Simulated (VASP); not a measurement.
The system is Cl.

```xyz
4
Lattice="3.7325 0.0000 0.0000 -1.8663 3.2325 0.0000 0.0000 0.0000 10.1658" Properties=species:S:1:pos:R:3 pbc="T T T"
Cl    0.0000    0.0000    2.5415
Cl    0.0000    0.0000    7.6244
Cl    0.0000    2.1550    7.6244
Cl    1.8663    1.0775    2.5415
```

| Item | Value |
| --- | --- |
| Program | VASP 6.6.1 |
| Task | relaxation of cell and atoms |
| Functional | PBEsol |
| Potentials or basis | VASP PAW PBE potentials, release 64 (Cl) |
| Cutoff | 600 eV |
| k mesh | 6 × 6 × 2 |
| Occupations | gaussian, width 0.1 eV |
| Spin | no spin polarisation |

At the start: pressure 19.7 GPa; volume 30.66 Å³/atom.

**Question.** Where does the relaxation end?

**Answer.** Over 5 steps the energy falls by 806.4 meV/atom and the volume is 42.55 Å³/atom (+38.8 %); space group P6_3/mmc (No. 194, to 0.1 Å) before and after.

The path:
```
step  energy change (eV)  largest force (eV/Å)  pressure (GPa)  volume (Å³)
   1              0.0000                0.0000           19.72       122.65
   2             -2.8009                0.0000           -2.72       198.78
   3             -3.2229                0.0000            0.29       168.65
   4             -3.2251                0.0000           -0.15       171.24
   5             -3.2255                0.0000            0.03       170.19
```

Final structure:
```
Cl
1.0
     4.39755    0.00000    0.00000
    -2.19877    3.80839    0.00000
     0.00000    0.00000   10.16181
Cl
4
Direct
  0.00000 0.00000 0.25000
  0.00000 0.00000 0.75000
  0.33333 0.66667 0.75000
  0.66667 0.33333 0.25000
```

Caveat: the volume moved by over 15 % at a fixed basis, so the end points are rough; the PAW data sets were made with another functional, which shifts forces and pressure a little; this functional lacks dispersion, which binds the layers, so the pressure and a relaxed spacing across them are unreliable.
